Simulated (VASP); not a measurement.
# B17HN18 (a cell with a defect) in VASP: single point with PBE

Aim: the single point of B17HN18 (a cell with a defect) with PBE.

Program: VASP 6.6.1. These are calculated values, not measurements. Logs are shortened: lines on timing, memory, paths and dates and some standing lists are left out, and cuts for length are marked.

### Step 1. The cell of the first run

The cell holds a defect, 36 atoms: a = 7.465 Å, b = 7.465 Å, c = 6.495 Å, α = 90.00°, β = 90.00°, γ = 120.00°.

### Step 2. Single point, PBE, collinear spin

The input, INCAR:

```
  PREC = Accurate
  ENCUT = 520
  EDIFF = 1E-6
  ISMEAR = 0
  SIGMA = 0.01
  LREAL = Auto
  LASPH = T
  NELM = 200
  ALGO = Normal
  ISIF = 2
  LWAVE = F
  LCHARG = F
  ISPIN = 2
  MAGMOM = 0 0 0 0.01 0 0 0 0 0 0 0 0 0 0 0 0 0 0.04 0.01 0.09 0.01 0.02 0.02 0.02 0.01 0.35 0.02 0.05 0.01 0.05 0.01 0.35 0 0.08 0.01 0
  LORBIT = 11
  NUPDOWN = 2.0
  GGA = PE
  NBANDS = 99
  GGA_COMPAT = F
  ISYM = -1
```

The input, KPOINTS:

```
explicit points
1
Reciprocal
  0.25000000   0.25000000   0.25000000 1
```

The input, POSCAR:

```
B17HN18
1.0
    7.4650312800      0.0000000000      0.0000000000
   -3.7325156400      6.4649067300      0.0000000000
    0.0000000000      0.0000000000      6.4954828800
B N H
17 18 1
Direct
    0.1253179501      0.2071247161      0.2502945869
    0.2078024716      0.1249041298      0.7496628914
    0.1251589930      0.5400704792      0.2496933005
    0.2110029204      0.4593915302      0.7501334768
    0.1251101204      0.8737877762      0.2499876478
    0.2080720521      0.7929539401      0.7493568862
    0.4585044633      0.2072572113      0.2507714910
    0.5397134270      0.1247121643      0.7499917644
    0.4587134915      0.5402915144      0.2499809326
    0.4587257403      0.8736385534      0.2499179106
    0.5433279033      0.7937162568      0.7507802149
    0.7918842179      0.2071571297      0.2497412134
    0.8761742973      0.1296028480      0.7484140378
    0.7916559582      0.5401371980      0.2498356670
    0.8724008899      0.4609489759      0.7492214299
    0.7916830404      0.8735043114      0.2493752765
    0.8753942417      0.7943278510      0.7490933257
    0.0976069271      0.2367207619      0.7483524532
    0.2357537867      0.0961954182      0.2511216628
    0.0969938820      0.5697279594      0.7490814141
    0.2358964720      0.4295078753      0.2500878755
    0.0973205551      0.9031447517      0.7486748754
    0.2359555006      0.7629270280      0.2497364783
    0.4244210887      0.2255203931      0.7520805924
    0.5692217389      0.0963181799      0.2502603319
    0.4273100493      0.5797006732      0.7544460986
    0.5692216295      0.4295708135      0.2509804619
    0.4306210058      0.9029688244      0.7494260551
    0.5694177076      0.7630861447      0.2495920266
    0.7637296235      0.2381994550      0.7489502948
    0.9024926477      0.0962228366      0.2493917609
    0.7691238540      0.5767859067      0.7505251560
    0.9026226073      0.4295942558      0.2496010725
    0.7667147746      0.9072996637      0.7491587527
    0.9026421924      0.7629942087      0.2490093839
    0.5100780590      0.3855608246      0.7532711997
```

Potentials or basis: VASP PAW PBE potentials, release 64 (B, N, H).

Command:

```console
$ cat potpaw_PBE.64/B/POTCAR potpaw_PBE.64/N/POTCAR potpaw_PBE.64/H/POTCAR > POTCAR
$ mpirun -np 1 vasp_std > vasp.out
```

OUTCAR:

```text
PREC = Accurate
   ENCUT = 520
   EDIFF = 1E-6
   ISMEAR = 0
   LREAL = Auto
   LASPH = T
   NELM = 200
   ISIF = 2
   ISPIN = 2
   LORBIT = 11
   NUPDOWN = 2.0
   GGA = PE
   ISYM = -1

 ion  position               nearest neighbor table
   1  0.125  0.207  0.250-  19 1.43  21 1.44  31 1.44
   2  0.208  0.125  0.750-  24 1.40  22 1.43  18 1.44
   3  0.125  0.540  0.250-  21 1.43  33 1.44  23 1.44
   4  0.211  0.459  0.750-  26 1.40  18 1.44  20 1.45
   5  0.125  0.874  0.250-  23 1.43  19 1.44  35 1.44
   6  0.208  0.793  0.749-  22 1.43  28 1.44  20 1.44
[... 17 lines left out ...]
  24  0.424  0.226  0.752-  36 1.04   8 1.40   2 1.40
  25  0.569  0.096  0.250-   7 1.43  12 1.44  10 1.44
  26  0.427  0.580  0.754-  11 1.39   4 1.40
  27  0.569  0.430  0.251-   9 1.43   7 1.44  14 1.44
  28  0.431  0.903  0.749-   8 1.43  11 1.44   6 1.44
  29  0.569  0.763  0.250-  10 1.43  16 1.44   9 1.44
  30  0.764  0.238  0.749-  13 1.43  15 1.44   8 1.45
  31  0.902  0.096  0.249-  12 1.43  16 1.44   1 1.44
  32  0.769  0.577  0.751-  17 1.41  15 1.42
  33  0.903  0.430  0.250-  14 1.43  12 1.44   3 1.44
  34  0.767  0.907  0.749-  17 1.43  13 1.44  11 1.44
  35  0.903  0.763  0.249-  16 1.43   5 1.44  14 1.44
  36  0.510  0.386  0.753-  24 1.04

IMPORTANT INFORMATION: All symmetrisations will be switched off!
NOSYMM: (Re-)initialisation of all symmetry stuff for point group C_1.

----------------------------------------------------------------------------------------

                                     Primitive cell

  volume of cell :     313.4768

  direct lattice vectors                    reciprocal lattice vectors
     7.465031280  0.000000000  0.000000000     0.133957912  0.077340636  0.000000000
    -3.732515640  6.464906730  0.000000000     0.000000000  0.154681273  0.000000000
     0.000000000  0.000000000  6.495482880     0.000000000  0.000000000  0.153953142

  length of vectors
     7.465031280  7.465031281  6.495482880     0.154681273  0.154681273  0.153953142

  position of ions in fractional coordinates (direct lattice)
     0.125317950  0.207124716  0.250294587
     0.207802472  0.124904130  0.749662891
     0.125158993  0.540070479  0.249693300
     0.211002920  0.459391530  0.750133477
     0.125110120  0.873787776  0.249987648
     0.208072052  0.792953940  0.749356886
[... 28 lines left out ...]
     0.902642192  0.762994209  0.249009384
     0.510078059  0.385560825  0.753271200

  ion indices of the primitive-cell ions
   primitive index   ion index
                 1           1
                 2           2
                 3           3
                 4           4
                 5           5
                 6           6
[... 28 lines left out ...]
                35          35
                36          36

----------------------------------------------------------------------------------------

 KPOINTS: explicit points

Read explicit list of k-points.

 Found      1 k-points:

 Following reciprocal coordinates:
            Coordinates               Weight
  0.250000  0.250000  0.250000      1.000000
   k-points           NKPTS =      1   k-points in BZ     NKDIM =      1   number of bands    NBANDS=     99
   number of dos      NEDOS =    301   number of ions     NIONS =     36
   total plane-waves  NPLWV = 150528
   dimension x,y,z NGX =    56 NGY =   56 NGZ =   48
   dimension x,y,z NGXF=   112 NGYF=  112 NGZF=   96
   ions per type =              17  18   1
   NGX,Y,Z   is equivalent  to a cutoff of  12.47, 12.47, 12.29 a.u.
   NGXF,Y,Z  is equivalent  to a cutoff of  24.94, 24.94, 24.57 a.u.
 SYSTEM =  unknown system
   PREC   = accura    normal or accurate (medium, high low for compatibility)
   ISTART =      0    job   : 0-new  1-cont  2-samecut
   ICHARG =      2    charge: 1-file 2-atom 10-const
   ISPIN  =      2    spin polarized calculation?
   LNONCOLLINEAR =      F non collinear calculations
   LSORBIT =      F    spin-orbit coupling
   LASPH  =      T    aspherical Exc in radial PAW
   ENCUT  =  520.0 eV  38.22 Ry    6.18 a.u.  13.88 13.88 12.08*2*pi/ulx,y,z
   NELM   =    200;   NELMIN=  2; NELMDL= -5     # of ELM steps
   EDIFF  = 0.1E-05   stopping-criterion for ELM
   LREAL  =      T    real-space projection
   EDIFFG = 0.1E-04   stopping-criterion for IOM
   NSW    =      0    number of steps for IOM
   IBRION =     -1    ionic relax: 0-MD 1-quasi-New 2-CG
   NFREE  =      0    steps in history (QN), initial steepest desc. (CG)
   ISIF   =      2    stress and relaxation
   ISYM   =     -1    0-nonsym 1-usesym 2-fastsym
   POTIM  = 0.5000    time-step for ionic-motion
   TEBEG  =    0.0;   TEEND  =   0.0 temperature during run
   PSTRESS=    0.0 pullay stress
   NELECT =     142.0000    total number of electrons
   NUPDOWN=       2.0000    fix difference up-down
   EMIN   =  10.00;   EMAX   =-10.00  energy-range for DOS
   EFERMI =   0.00;   METHOD = LEGACY
   ISMEAR =     0;   SIGMA  =   0.01  broadening in eV -4-tet -1-fermi 0-gaus
   EFERMI_NEDOS =   21; number of points for ismear=-14 and -15
   IALGO  =     38    algorithm
   IMIX   =      4    mixing-type and parameters
     AMIX     =   0.40;   BMIX     =  1.00
     AMIX_MAG =   1.60;   BMIX_MAG =  1.00
  volume/ion in A,a.u.               =       8.71        58.76
  Fermi-wavevector in a.u.,A,eV,Ry     =   1.257291  2.375936 21.507829  1.580781
  Thomas-Fermi vector in A             =   2.390957
   LORBIT       =     11    0 simple, 1 ext, 2 COOP (PROOUT), +10 PAW based schemes
   GGA     = PE    functional components
   LHFCALC =     F    Hartree Fock is set to
   AEXX    =    0.0000 exact exchange contribution
   IVDW    =     0    specifies the selected vdW correction
   LEPSILON=     F    determine dielectric tensor
   LRPA    =     F    only Hartree local field effects (RPA)
 spin polarized calculation
 Gauss-broadening in eV      SIGMA  =   0.01
  energy-cutoff  :      520.00
  volume of cell :      313.48
 maximum number of plane-waves:      8452
 NGX is ok and might be reduce to    56
   NGX = 27   NGY = 27   NGZ = 25

 number of electron     142.0000003 magnetization       1.9999946

 Free energy of the ion-electron system (eV)
  ---------------------------------------------------
  ext. energy  EPLUGINS =         0.00000000
  ---------------------------------------------------
  free energy    TOTEN  =      -305.69749684 eV

  energy without entropy =     -305.69749684  energy(sigma->0) =     -305.69749684

 E-fermi :   2.3392     XC(G=0): -10.1694

 val. band max:        2.3388254984   @ k =   0.2500   0.2500   0.2500
 cond. band min:       2.5066824348   @ k =   0.2500   0.2500   0.2500
 fundamental gap:      0.1678569364
 Fermi energy:         2.4191771124

 spin component 1

 k-point     1 :       0.2500    0.2500    0.2500
  band No.  band energies     occupation
      1     -15.2499      1.00000
      2     -14.9681      1.00000
      3     -14.7621      1.00000
      4     -14.6849      1.00000
      5     -14.5307      1.00000
      6     -14.1810      1.00000
[... 75 lines left out ...]
     82       9.1397      0.00000
     83       9.3212      0.00000
 Fermi energy:         2.3391609190

 spin component 2

 k-point     1 :       0.2500    0.2500    0.2500
  band No.  band energies     occupation
      1     -15.2156      1.00000
      2     -14.8705      1.00000
      3     -14.7156      1.00000
      4     -14.6542      1.00000
      5     -14.4179      1.00000
      6     -13.9962      1.00000
[... 75 lines left out ...]
     82       9.1790      0.00000
     83       9.3773      0.00000
 [bands above 83 left out]

------------------------ aborting loop because EDIFF is reached ----------------------------------------

  FORCE on cell =-STRESS in cart. coord.  units (eV):
  Direction    XX          YY          ZZ          XY          YZ          ZX
  --------------------------------------------------------------------------------------
  -------------------------------------------------------------------------------------
  Total       21.6360209     33.1560282      5.6155052      2.9829911     -0.3204708     -0.2680125
  in kB      110.5815407    169.4602118     28.7008049     15.2460453     -1.6379240     -1.3698099
  external PRESSURE =     102.9141858 kB  Pullay stress =       0.0000000 kB

 VOLUME and BASIS-vectors are now :
 -----------------------------------------------------------------------------
  energy-cutoff  :      520.00
  volume of cell :      313.48
      direct lattice vectors                 reciprocal lattice vectors
     7.465031280  0.000000000  0.000000000     0.133957912  0.077340636  0.000000000
    -3.732515640  6.464906730  0.000000000     0.000000000  0.154681273  0.000000000
     0.000000000  0.000000000  6.495482880     0.000000000  0.000000000  0.153953142

 POSITION                                       TOTAL-FORCE (eV/Angst)
 -----------------------------------------------------------------------------------
      0.16241      1.33904      1.62578         0.000700      0.000731      0.000157
      1.08505      0.80749      4.86942         0.007142      0.003098      0.000168
     -1.08151      3.49151      1.62188         0.000339     -0.000468      0.000014
     -0.13954      2.96992      4.87248         0.004379     -0.024911     -0.000641
     -2.32748      5.64896      1.62379         0.000323      0.002425     -0.000596
     -1.40645      5.12637      4.86743        -0.000788      0.002136     -0.000585
[... 28 lines left out ...]
      3.89036      4.93269      1.61744        -0.000184     -0.001792     -0.000815
      2.36864      2.49261      4.89286        -0.000102     -0.000609      0.001710
 -----------------------------------------------------------------------------------
    total drift:                               -0.001827      0.003001      0.001288

  FREE ENERGIE OF THE ION-ELECTRON SYSTEM (eV)
  ---------------------------------------------------
  free  energy   TOTEN  =      -305.6974968384 eV

  energy  without entropy=     -305.6974968384  energy(sigma->0) =     -305.69749684

 total charge

# of ion       s       p       d       tot
------------------------------------------
    1        0.757   1.450   0.000   2.207
    2        0.767   1.492   0.000   2.259
    3        0.757   1.449   0.000   2.206
    4        0.761   1.464   0.000   2.225
    5        0.757   1.450   0.000   2.207
    6        0.758   1.451   0.000   2.209
[... 28 lines left out ...]
   35        1.232   2.806   0.000   4.038
   36        0.596   0.103   0.000   0.699
--------------------------------------------------
tot         35.796  74.974   0.000 110.770

 magnetization (x)

# of ion       s       p       d       tot
------------------------------------------
    1       -0.000  -0.002   0.000  -0.002
    2       -0.000  -0.000   0.000  -0.000
    3       -0.000  -0.002   0.000  -0.002
    4        0.001   0.007   0.000   0.008
    5       -0.001  -0.002   0.000  -0.003
    6       -0.001   0.001   0.000  -0.000
[... 28 lines left out ...]
   35        0.000   0.015   0.000   0.016
   36       -0.001   0.003   0.000   0.002
--------------------------------------------------
tot          0.068   1.402   0.000   1.470
```

Run time: 3.5 min. Hardware: 1 thread of Intel Xeon 8259CL, shared host; peak memory 0.51 GiB.

Results:

```
Free energy                                           : -305.6975 eV
Pressure                                              : 10.3 GPa
Largest force                                         : 0.032 eV/Å
Net moment                                            : 2.00 μB per cell
Site moments                                          : B -0.00, +0.01, +0.00, -0.01 (each value once); N +0.05, +0.01, +0.11, +0.03, +0.02, +0.46, +0.06, +0.44, +0.10 (each value once); H +0.00 μB
Valence electrons inside the program's atomic spheres : B 2.21, 2.26, 2.23, 2.20, 2.25 (each value once); N 4.04, 4.00, 4.05, 4.03, 4.07, 3.88, 3.86, 4.02 (each value once); H 0.70
```

Forces on the atoms (eV/Å):
```
B    0.001  0.001  0.000
B    0.007  0.003  0.000
B    0.000  0.000  0.000
B    0.004 -0.025 -0.001
B    0.000  0.002 -0.001
B   -0.001  0.002 -0.001
B   -0.001  0.000  0.000
B   -0.005  0.007  0.000
B   -0.003  0.001 -0.001
B    0.001  0.000  0.000
B    0.032  0.003 -0.001
B    0.000  0.002  0.000
B   -0.003  0.003  0.000
B   -0.002  0.000 -0.001
B    0.012 -0.002 -0.001
B    0.001  0.000 -0.001
B    0.003  0.004 -0.001
N    0.004  0.013 -0.001
N    0.001  0.001  0.000
N    0.000 -0.003  0.000
N    0.001  0.001  0.000
N    0.002 -0.002 -0.001
N    0.001 -0.001 -0.001
N   -0.005  0.029  0.000
N   -0.001  0.000 -0.001
N    0.002 -0.001  0.010
N   -0.001  0.001 -0.002
N   -0.006 -0.007 -0.002
N   -0.001 -0.002  0.001
N   -0.002  0.001 -0.001
N   -0.001  0.000  0.001
N   -0.027 -0.014  0.005
N    0.000  0.000  0.001
N   -0.015 -0.011 -0.001
N    0.000 -0.002 -0.001
H    0.000 -0.001  0.002
```

Caveat: the total moment is fixed, so each spin has its own Fermi level and the state may be an excited one.
